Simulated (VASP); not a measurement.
# Zr3N2 (R-3c) in VASP: single point with PBEsol

Aim: the single point of Zr3N2 with PBEsol.

All numbers are computed with VASP 6.6.1; they aren't measurements. Logs are shortened: lines on timing, memory, paths and dates and some standing lists are left out, and cuts for length are marked.

### 1 The cell of the first run

The structure is trigonal, space group R-3c (No. 167). The conventional cell has a = 5.487 Å, b = 5.487 Å, c = 15.269 Å, α = 90.00°, β = 90.00°, γ = 120.00°. Within 2.9 Å of Zr (site symmetry 2) lie 4 N at 2.20 to 2.24 Å. Within 2.9 Å of N (site symmetry 3) lie 6 Zr at 2.20 to 2.24 Å and 1 N at 2.70 Å.

### 2 Single point, PBEsol (equal strain along all axes, cell held: -2.0 %, then relaxed in part)

File INCAR:

```
SYSTEM = Zr3N2
  PREC = Accurate
  ENCUT = 520
  EDIFF = 1E-6
  ISMEAR = 0
  SIGMA = 0.1
  LREAL = .FALSE.
  LASPH = .TRUE.
  NELM = 100
  ALGO = Normal
  ISIF = 2
  LWAVE = .FALSE.
  LCHARG = .FALSE.
  GGA = PS
  NBANDS = 57
```

File KPOINTS:

```
Automatic mesh
0
G
  12 12 12
  0 0 0
```

File POSCAR:

```
Zr3N2
1.0
    2.7434798533      1.5839488318      5.0897973735
   -2.7434798533      1.5839488318      5.0897973735
    0.0000000000     -3.1678976637      5.0897973735
Zr N
6 4
Direct
    0.4232160407      0.0767839593      0.7500000000
    0.0767839593      0.7500000000      0.4232160407
    0.7500000000      0.4232160407      0.0767839593
    0.2500000000      0.5767839593      0.9232160407
    0.9232160407      0.2500000000      0.5767839593
    0.5767839593      0.9232160407      0.2500000000
    0.3383815128      0.3383815128      0.3383815128
    0.1616184872      0.1616184872      0.1616184872
    0.8383815128      0.8383815128      0.8383815128
    0.6616184872      0.6616184872      0.6616184872
```

Potentials or basis: VASP PAW PBE potentials, release 64 (Zr_sv, N).

Run with:

```bash
> cat potpaw_PBE.64/Zr_sv/POTCAR potpaw_PBE.64/N/POTCAR > POTCAR
> mpirun -np 1 vasp_std > vasp.out
```

OUTCAR:

```text
SYSTEM = Zr3N2
   PREC = Accurate
   ENCUT = 520
   EDIFF = 1E-6
   ISMEAR = 0
   LREAL = .FALSE.
   LASPH = .TRUE.
   NELM = 100
   ISIF = 2
   GGA = PS

 ion  position               nearest neighbor table
   1  0.423  0.077  0.750-   7 2.20   8 2.20   9 2.24  10 2.24   2 3.11   3 3.11   6 3.11   6 3.11
                             5 3.14   4 3.14   4 3.14   5 3.14   3 3.20   2 3.20   3 3.20   2 3.20
   2  0.077  0.750  0.423-   7 2.20   8 2.20  10 2.24   9 2.24   1 3.11   3 3.11   5 3.11   5 3.11
                             6 3.14   6 3.14   4 3.14   4 3.14   1 3.20   3 3.20   3 3.20   1 3.20
   3  0.750  0.423  0.077-   8 2.20   7 2.20   9 2.24  10 2.24   1 3.11   2 3.11   4 3.11   4 3.11
                             6 3.14   6 3.14   5 3.14   5 3.14   1 3.20   2 3.20   2 3.20   1 3.20
   4  0.250  0.577  0.923-   9 2.20  10 2.20   8 2.24   7 2.24   6 3.11   5 3.11   3 3.11   3 3.11
                             1 3.14   1 3.14   2 3.14   2 3.14   6 3.20   5 3.20   5 3.20   6 3.20
   5  0.923  0.250  0.577-  10 2.20   9 2.20   7 2.24   8 2.24   6 3.11   4 3.11   2 3.11   2 3.11
                             1 3.14   1 3.14   3 3.14   3 3.14   6 3.20   4 3.20   4 3.20   6 3.20
   6  0.577  0.923  0.250-   9 2.20  10 2.20   7 2.24   8 2.24   4 3.11   5 3.11   1 3.11   1 3.11
                             2 3.14   3 3.14   2 3.14   3 3.14   4 3.20   5 3.20   4 3.20   5 3.20
   7  0.338  0.338  0.338-   2 2.20   3 2.20   1 2.20   6 2.24   5 2.24   4 2.24
   8  0.162  0.162  0.162-   3 2.20   2 2.20   1 2.20   6 2.24   4 2.24   5 2.24
   9  0.838  0.838  0.838-   4 2.20   5 2.20   6 2.20   1 2.24   3 2.24   2 2.24
  10  0.662  0.662  0.662-   5 2.20   4 2.20   6 2.20   1 2.24   2 2.24   3 2.24

  LATTYP: Found a trigonal (rhomboedric) cell.
 ALAT       =     5.9951324348
 COS(alpha) =     0.5811717340

  Lattice vectors:

 A1 = (   2.7434798533,   1.5839488318,   5.0897973735)
 A2 = (  -2.7434798533,   1.5839488318,   5.0897973735)
 A3 = (   0.0000000000,  -3.1678976637,   5.0897973735)

Analysis of symmetry for initial positions (statically):
=====================================================================
 Subroutine PRICEL returns:
 Original cell was already a primitive cell.

 Routine SETGRP: Setting up the symmetry group for a
 trigonal (rhombohedral) supercell.

 Subroutine GETGRP returns: Found 12 space group operations
 (whereof  6 operations were pure point group operations)
 out of a pool of 12 trial point group operations.

The static configuration has the point symmetry S_6 .
 The point group associated with its full space group is D_3d.

Analysis of symmetry for dynamics (positions and initial velocities):
=====================================================================
 Subroutine PRICEL returns:
 Original cell was already a primitive cell.

 Routine SETGRP: Setting up the symmetry group for a
 trigonal (rhombohedral) supercell.

 Subroutine GETGRP returns: Found 12 space group operations
 (whereof  6 operations were pure point group operations)
 out of a pool of 12 trial point group operations.

The dynamic configuration has the point symmetry S_6 .
 The point group associated with its full space group is D_3d.

 Subroutine INISYM returns: Found 12 space group operations
 (whereof  6 operations are pure point group operations),
 and found     1 'primitive' translations

----------------------------------------------------------------------------------------

                                     Primitive cell

  volume of cell :     132.7073

  direct lattice vectors                    reciprocal lattice vectors
     2.743479853  1.583948832  5.089797373     0.182250290  0.105222254  0.065490492
    -2.743479853  1.583948832  5.089797373    -0.182250290  0.105222254  0.065490492
     0.000000000 -3.167897664  5.089797373     0.000000000 -0.210444508  0.065490492

  length of vectors
     5.995132435  5.995132435  5.995132435     0.220399400  0.220399400  0.220399400

  position of ions in fractional coordinates (direct lattice)
     0.423216041  0.076783959  0.750000000
     0.076783959  0.750000000  0.423216041
     0.750000000  0.423216041  0.076783959
     0.250000000  0.576783959  0.923216041
     0.923216041  0.250000000  0.576783959
     0.576783959  0.923216041  0.250000000
     0.338381513  0.338381513  0.338381513
     0.161618487  0.161618487  0.161618487
     0.838381513  0.838381513  0.838381513
     0.661618487  0.661618487  0.661618487

  ion indices of the primitive-cell ions
   primitive index   ion index
                 1           1
                 2           2
                 3           3
                 4           4
                 5           5
                 6           6
                 7           7
                 8           8
                 9           9
                10          10

----------------------------------------------------------------------------------------

 KPOINTS: Automatic mesh

Automatic generation of k-mesh.
 Grid dimensions read from file:
 generate k-points for:   12   12   12

 Generating k-lattice:

  Cartesian coordinates                     Fractional coordinates (reciprocal lattice)
     0.015187524  0.008768521  0.005457541     0.083333333  0.000000000  0.000000000
    -0.015187524  0.008768521  0.005457541     0.000000000  0.083333333  0.000000000
     0.000000000 -0.017537042  0.005457541    -0.000000000 -0.000000000  0.083333333

  Length of vectors
     0.018366617  0.018366617  0.018366617

  Shift w.r.t. Gamma in fractional coordinates (k-lattice)
     0.000000000  0.000000000  0.000000000

 Subroutine IBZKPT returns following result:
 ===========================================

 Found    189 irreducible k-points:

 Following reciprocal coordinates:
            Coordinates               Weight
  0.000000  0.000000  0.000000      1.000000
  0.083333  0.000000 -0.000000      6.000000
  0.166667  0.000000  0.000000      6.000000
  0.250000  0.000000  0.000000      6.000000
  0.333333  0.000000 -0.000000      6.000000
  0.416667  0.000000  0.000000      6.000000
[... 16 lines left out ...]
  0.500000  0.166667 -0.000000     12.000000
 -0.416667  0.166667  0.000000     12.000000
 [... further k-points ...]
   k-points           NKPTS =    189   k-points in BZ     NKDIM =    189   number of bands    NBANDS=     57
   number of dos      NEDOS =    301   number of ions     NIONS =     10
   total plane-waves  NPLWV = 110592
   dimension x,y,z NGX =    48 NGY =   48 NGZ =   48
   dimension x,y,z NGXF=    96 NGYF=   96 NGZF=   96
   ions per type =               6   4
   NGX,Y,Z   is equivalent  to a cutoff of  13.31, 13.31, 13.31 a.u.
   NGXF,Y,Z  is equivalent  to a cutoff of  26.62, 26.62, 26.62 a.u.
 SYSTEM =  Zr3N2
   PREC   = accura    normal or accurate (medium, high low for compatibility)
   ISTART =      0    job   : 0-new  1-cont  2-samecut
   ICHARG =      2    charge: 1-file 2-atom 10-const
   ISPIN  =      1    spin polarized calculation?
   LNONCOLLINEAR =      F non collinear calculations
   LSORBIT =      F    spin-orbit coupling
   LASPH  =      T    aspherical Exc in radial PAW
   ENCUT  =  520.0 eV  38.22 Ry    6.18 a.u.  11.15 11.15 11.15*2*pi/ulx,y,z
   NELM   =    100;   NELMIN=  2; NELMDL= -5     # of ELM steps
   EDIFF  = 0.1E-05   stopping-criterion for ELM
   LREAL  =      F    real-space projection
   EDIFFG = 0.1E-04   stopping-criterion for IOM
   NSW    =      0    number of steps for IOM
   IBRION =     -1    ionic relax: 0-MD 1-quasi-New 2-CG
   NFREE  =      0    steps in history (QN), initial steepest desc. (CG)
   ISIF   =      2    stress and relaxation
   ISYM   =      2    0-nonsym 1-usesym 2-fastsym
   POTIM  = 0.5000    time-step for ionic-motion
   TEBEG  =    0.0;   TEEND  =   0.0 temperature during run
   PSTRESS=    0.0 pullay stress
   NELECT =      92.0000    total number of electrons
   NUPDOWN=      -1.0000    fix difference up-down
   EMIN   =  10.00;   EMAX   =-10.00  energy-range for DOS
   EFERMI =   0.00;   METHOD = LEGACY
   ISMEAR =     0;   SIGMA  =   0.10  broadening in eV -4-tet -1-fermi 0-gaus
   EFERMI_NEDOS =   21; number of points for ismear=-14 and -15
   IALGO  =     38    algorithm
   IMIX   =      4    mixing-type and parameters
     AMIX     =   0.40;   BMIX     =  1.00
     AMIX_MAG =   1.60;   BMIX_MAG =  1.00
  volume/ion in A,a.u.               =      13.27        89.56
  Fermi-wavevector in a.u.,A,eV,Ry     =   1.448903  2.738029 28.562969  2.099319
  Thomas-Fermi vector in A             =   2.566691
   LORBIT       =      0    0 simple, 1 ext, 2 COOP (PROOUT), +10 PAW based schemes
   GGA     = PS    functional components
   LHFCALC =     F    Hartree Fock is set to
   AEXX    =    0.0000 exact exchange contribution
   IVDW    =     0    specifies the selected vdW correction
   LEPSILON=     F    determine dielectric tensor
   LRPA    =     F    only Hartree local field effects (RPA)
 non-spin polarized calculation
 Gauss-broadening in eV      SIGMA  =   0.10
  energy-cutoff  :      520.00
  volume of cell :      132.71
 maximum number of plane-waves:      3591
 NGX is ok and might be reduce to    48
   NGX = 23   NGY = 23   NGZ = 23

 number of electron      91.9999997 magnetization

 Free energy of the ion-electron system (eV)
  ---------------------------------------------------
  ext. energy  EPLUGINS =         0.00000000
  ---------------------------------------------------
  free energy    TOTEN  =      -104.37924019 eV

  energy without entropy =     -104.36006509  energy(sigma->0) =     -104.36965264

 E-fermi :  11.1184     XC(G=0): -12.5740

 val. band max:       11.1156944308   @ k =  -0.4167   0.1667   0.1667
 cond. band min:      11.1261147109   @ k =  -0.3333   0.3333   0.0833
 fundamental gap:      0.0104202801
 Fermi energy:        11.1184474889

 k-point     1 :       0.0000    0.0000    0.0000
  band No.  band energies     occupation
      1     -37.2042      2.00000
      2     -36.9917      2.00000
      3     -36.9618      2.00000
      4     -36.9618      2.00000
      5     -36.9492      2.00000
      6     -36.9492      2.00000
[... 1429 lines left out ...]
     56      15.1809      0.00000
     57      15.5933      0.00000

 [... further k-points ...]

------------------------ aborting loop because EDIFF is reached ----------------------------------------

  FORCE on cell =-STRESS in cart. coord.  units (eV):
  Direction    XX          YY          ZZ          XY          YZ          ZX
  --------------------------------------------------------------------------------------
  -------------------------------------------------------------------------------------
  Total       12.3154288     12.3154288     12.3208386     -0.0000000     -0.0000000      0.0000000
  in kB      148.6844170    148.6844170    148.7497293     -0.0000000     -0.0000000      0.0000000
  external PRESSURE =     148.7061878 kB  Pullay stress =       0.0000000 kB

 VOLUME and BASIS-vectors are now :
 -----------------------------------------------------------------------------
  energy-cutoff  :      520.00
  volume of cell :      132.71
      direct lattice vectors                 reciprocal lattice vectors
     2.743479853  1.583948832  5.089797373     0.182250290  0.105222254  0.065490492
    -2.743479853  1.583948832  5.089797373    -0.182250290  0.105222254  0.065490492
     0.000000000 -3.167897664  5.089797373     0.000000000 -0.210444508  0.065490492

 POSITION                                       TOTAL-FORCE (eV/Angst)
 -----------------------------------------------------------------------------------
      0.95043     -1.58395      6.36225        -0.009371     -0.000000     -0.000000
     -1.84695     -0.03112      6.36225         0.004686      0.008116      0.000000
      0.89653      1.61507      6.36225         0.004686     -0.008116      0.000000
     -0.89653     -1.61507      8.90715        -0.004686      0.008116      0.000000
      1.84695      0.03112      8.90715        -0.004686     -0.008116      0.000000
     -0.95043      1.58395      8.90715         0.009371      0.000000      0.000000
      0.00000     -0.00000      5.16688         0.000000      0.000000     -0.001799
      0.00000     -0.00000      2.46782         0.000000     -0.000000      0.001799
      0.00000     -0.00000     12.80158         0.000000      0.000000     -0.001799
      0.00000     -0.00000     10.10251         0.000000     -0.000000      0.001799
 -----------------------------------------------------------------------------------
    total drift:                                0.000000      0.000000      0.000000

  FREE ENERGIE OF THE ION-ELECTRON SYSTEM (eV)
  ---------------------------------------------------
  free  energy   TOTEN  =      -104.3792401934 eV

  energy  without entropy=     -104.3600650866  energy(sigma->0) =     -104.36965264
```

Run time: 20 min. Hardware: 1 thread of Intel Xeon 6975P-C (Granite Rapids), shared host; peak memory 1 GiB.

Results:

| Item | Value |
| --- | --- |
| Free energy | -104.3792 eV |
| Pressure | 14.9 GPa |
| Largest force | 0.009 eV/Å |
| Band gap on the k mesh | zero (bands 46 and 47 overlap by 0.77 eV) |

Forces in eV/Å, atoms in the order of the input:
```
Zr  -0.009  0.000  0.000
Zr   0.005  0.008  0.000
Zr   0.005 -0.008  0.000
Zr  -0.005  0.008  0.000
Zr  -0.005 -0.008  0.000
Zr   0.009  0.000  0.000
N    0.000  0.000 -0.002
N    0.000  0.000  0.002
N    0.000  0.000 -0.002
N    0.000  0.000  0.002
```

Caveat: the cell differs from its parent crystal (equal strain along all axes, cell held: -2.0 %, then relaxed in part); the cell stands under pressure; the PAW data sets were made with another functional, which shifts forces and pressure a little.
